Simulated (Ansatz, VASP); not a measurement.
## Te2Mo in VASP and in Ansatz

```xyz
3
Lattice="3.4178 0.0000 0.0000 -1.7089 2.9599 0.0000 0.0000 0.0000 16.1221" Properties=species:S:1:pos:R:3 pbc="T T T"
Te    0.0000    1.9733   14.4753
Te    0.0000    1.9733    1.6468
Mo    0.0000    0.0000    0.0000
```

Change from the starting cell: strain -0.040 along x and y, -0.080 along z, atoms carried along.

Alike in both runs: task single point; functional LDA; k mesh 12 × 12 × 2; occupations gaussian, width 0.05 eV; no spin polarisation.

```csv
,VASP,Ansatz
version,VASP 6.6.1,Ansatz 0.2.0
potentials or method,"VASP PAW LDA potentials, release 64 (Te, Mo_sv), cutoff 520 eV","scalar-relativistic, plane waves, PAW"
valence electrons in the cell,26,46
```

```tsv
	VASP	Ansatz	Ansatz less VASP
gap on the k mesh at the Fermi level (eV)	1.12	1.13	+0.005
least direct gap on the mesh (eV)	1.12	1.13	+0.005
rms of the force components (eV/Å)	1.494	1.451	-0.0430
```

LDA's correlation is that of Perdew and Zunger in VASP and of Perdew and Wang (1992) in Ansatz. Atom by atom the forces differ by 0.043 eV/Å (rms over components). VASP's potentials hold 26 valence electrons a cell and Ansatz's 46, so a difference there can come from the potentials and not from the codes.

Neither program's run includes spin-orbit coupling.
